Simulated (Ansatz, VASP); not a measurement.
## Al2Ga in VASP and in Ansatz

```
CELL_PARAMETERS angstrom
4.13500 0.00000 0.00000
0.00000 4.13500 0.00000
0.00000 0.00000 5.95281
ATOMIC_POSITIONS crystal
Al 0.00000 0.50000 0.20300
Al 0.00000 0.50000 0.70300
Al 0.50000 0.00000 0.29700
Al 0.50000 0.00000 0.79700
Ga 0.00000 0.00000 0.00000
Ga 0.50000 0.50000 0.50000
```

Alike in both runs: task relaxation of cell and atoms; functional PBE; k mesh 4 × 4 × 4; occupations gaussian, width 0.1 eV; no spin polarisation.

|  | VASP | Ansatz |
| --- | --- | --- |
| version | VASP 6.6.1 | Ansatz 0.2.0 |
| potentials or method | VASP PAW PBE potentials, release 64 (Al, Ga_d), cutoff 600 eV | scalar-relativistic, plane waves, PAW |
| valence electrons in the cell | 38 | 38 |

|  | VASP | Ansatz | Ansatz less VASP |
| --- | --- | --- | --- |
| gap on the k mesh at the Fermi level, each at its own relaxed structure (eV) | none | none | - |
| relaxed volume (Å³/atom) | 19.50 | 19.33 | -0.168 |
| relaxed cell length with the largest relative difference (Å) | 5.694 | 5.949 | +0.2551 |

A gap of «none» marks a metal or a gap that the smearing closes.

The k mesh is coarse, so the values compare programs but aren't converged.
